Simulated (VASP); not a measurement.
The system is Cu.

```
Cu
1.0
     2.53076    0.00000    0.00000
    -1.26538    2.19171    0.00000
     0.00000    0.00000    8.26182
Cu
4
Direct
  0.00000 0.00000 0.00000
  0.33333 0.66667 0.25000
  0.00000 0.00000 0.50000
  0.66667 0.33333 0.75000
```

Base run:

```yaml
Program: VASP 6.6.1
Functional: BLYP
Potentials_or_basis: VASP PAW PBE potentials, release 64 (Cu)
Cutoff: 520 eV
k_mesh: 10 × 10 × 3
Occupations: gaussian, width 0.1 eV
Spin: no spin polarisation
```

Its results: band gap on the k mesh zero (band 22 reaches 11.63 eV, above the bottom of band 23 at 6.61 eV); pressure 16.2 GPa.

Q: The run is repeated on the same cell with these changes: functional from BLYP to PBEsol; further incar settings from ALGO = Normal; EDIFF = 1e-06; NBANDS = 30 to ALGO = Normal; EDIFF = 1e-07; NBANDS = 30. What comes out?

A: Band gap on the k mesh zero (band 22 reaches 10.85 eV, above the bottom of band 23 at 6.03 eV); pressure -1.1 GPa.

Caveats: the PAW data sets were made with another functional, which shifts forces and pressure a little.
